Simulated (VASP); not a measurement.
Crystal: KBr.

```
K Br
1.0
     0.00000    3.67687    3.67687
     3.67687    0.00000    3.67687
     3.67687    3.67687    0.00000
K Br
1 1
Direct
  0.00000 0.00000 0.00000
  0.25000 0.25000 0.25000
```

This cell differs from its parent crystal: strain -0.3%.

Program: VASP 6.6.1. Alike in all runs: task single point; potentials or basis VASP PAW PBE potentials, release 64 (K_sv, Br); no spin polarisation; cell as given; cutoff (eV) 520. Hardware: 1 thread of Intel(R) Xeon(R) Platinum 8481C CPU @ 2.70GHz (Sapphire Rapids), on a shared host.

Question: Order these runs on this cell by their wall time, lowest first.
A. level r2SCAN; k mesh 6 × 6 × 6; smearing gaussian 0.01 eV
B. level PBE; k mesh 6 × 6 × 6; smearing fermi-dirac 0.02 eV
C. level HSE06; k mesh 4 × 4 × 4; smearing gaussian 0.01 eV; grid for exact exchange (PRECFOCK) Normal; screening parameter 0.2079 1/Å

Answer: B (13 s), A (57 s), C (260 s).
